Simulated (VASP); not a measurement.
Zn, 1 atom in the cell. It takes space group Im-3m (No. 229, cubic). The conventional cell has a = 3.200 Å, b = 3.200 Å, c = 3.200 Å, α = 90.00°, β = 90.00°, γ = 90.00°. Within 3.7 Å of Zn (site symmetry m-3m) lie 14 Zn at 2.77 to 3.20 Å. This isn't the form of Zn at room conditions, which is hcp.

```yaml
Program: VASP 6.6.1
Task: single point
Functional: PBE0
Potentials_or_basis: VASP PAW PBE potentials, release 64 (Zn)
Cutoff: 520 eV
k_mesh: 6 × 6 × 6
Occupations: fermi-dirac, width 0.05 eV
Spin: no spin polarisation
Dipole_correction: no
Grid_for_exact_exchange_PRECFOCK: Normal
Further_INCAR_settings: ALGO = Normal; EDIFF = 1e-06; NBANDS = 12
Share_of_exact_exchange: 0.25
```

Potentials or basis: VASP PAW PBE potentials, release 64 (Zn).

The run is started by

```bash
$ cat potpaw_PBE.64/Zn/POTCAR > POTCAR
$ cp INCAR.step1 INCAR
$ mpirun -np 1 vasp_std > vasp.out
$ cp INCAR.step2 INCAR
$ mpirun -np 1 vasp_std > vasp.out
```

Hardware: 1 thread of Intel(R) Xeon(R) Platinum 8375C CPU @ 2.90GHz (Ice Lake), on a shared host.

How long does it take, and how much memory?

It took 8.9 min on 1 thread of Intel(R) Xeon(R) Platinum 8375C CPU @ 2.90GHz (Ice Lake), with other jobs on the host, peak memory 0.14 GiB. Counts: k points 16.
